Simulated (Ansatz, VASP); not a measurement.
# InSb in VASP and in Ansatz

```
In Sb
1.0
     5.92042    0.00000    0.00000
     0.00000    5.93800    0.00000
     0.00000    0.00000    3.22250
In Sb
2 2
Direct
  0.00000 0.00000 0.00881
  0.50000 0.50000 0.99120
  0.00000 0.50000 0.27700
  0.50000 0.00000 0.72300
```

Alike in both runs: task single point; functional PBE; k mesh 8 × 8 × 14; occupations gaussian, width 0.1 eV; no spin polarisation.

|  | VASP | Ansatz |
| --- | --- | --- |
| version | VASP 6.6.1 | Ansatz 0.2.0 |
| potentials or method | VASP PAW PBE potentials, release 64 (In_d, Sb), cutoff 520 eV | scalar-relativistic, plane waves, PAW |
| valence electrons in the cell | 36 | 56 |

```tsv
	VASP	Ansatz	Ansatz less VASP
gap on the k mesh at the Fermi level (eV)	none	none	-
pressure (GPa)	0.0	0.0	+0.05
traceless stress, the component that is largest in VASP (GPa)	0.29	0.30	+0.013
rms of the force components (eV/Å)	0.024	0.024	0.0000
```

Atom by atom the forces differ by 0.000 eV/Å (rms over components). A gap of «none» marks a metal or a gap that the smearing closes. The functional is the same, so the differences come from potentials, cutoffs and numerics. VASP's potentials hold 36 valence electrons a cell and Ansatz's 56, so a difference there can come from the potentials and not from the codes.

Neither program's run includes spin-orbit coupling.
